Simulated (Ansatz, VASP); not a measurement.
## Sn2H3Br: VASP beside Ansatz

```xyz
6
Lattice="0.0000 4.4639 4.4058 2.5687 0.0000 4.4058 2.5687 4.4639 0.0000" Properties=species:S:1:pos:R:3 pbc="T T T"
Sn    1.2843    2.2320    2.2154
Sn    3.8530    6.6959    6.6212
H     2.5687    4.4639    7.3597
H     2.5687    5.9451    4.4174
H     2.5687    2.9827    4.4174
Br    2.5687    4.4639    1.4034
```

Change from the starting cell: species swapped into the CrFe3B2 type (Fmm2, No. 42).

Alike in both runs: task relaxation of cell and atoms; functional PBE; k mesh 3 × 3 × 3; occupations gaussian, width 0.15 eV; no spin polarisation.

```csv
,VASP,Ansatz
version,VASP 6.6.1,Ansatz 0.2.0
potentials or method,"VASP PAW PBE potentials, release 64 (Sn_d, H, Br), cutoff 600 eV","scalar-relativistic, plane waves, PAW"
valence electrons in the cell,38,38
```

```tsv
	VASP	Ansatz	Ansatz less VASP
gap on the k mesh at the Fermi level, each at its own relaxed structure (eV)	0.55	0.46	-0.088
relaxed volume (Å³/atom)	24.27	21.05	-3.215
relaxed length of the cell vector where the two differ most in proportion (Å)	7.053	6.457	-0.5962
```

One of these differences is far larger than is usual between the two programs; its cause wasn't traced.

The k mesh is coarse, so the values compare programs but aren't converged. Noted on VASP's run: the volume moved by over 15 % at a fixed basis, so the end points are rough.
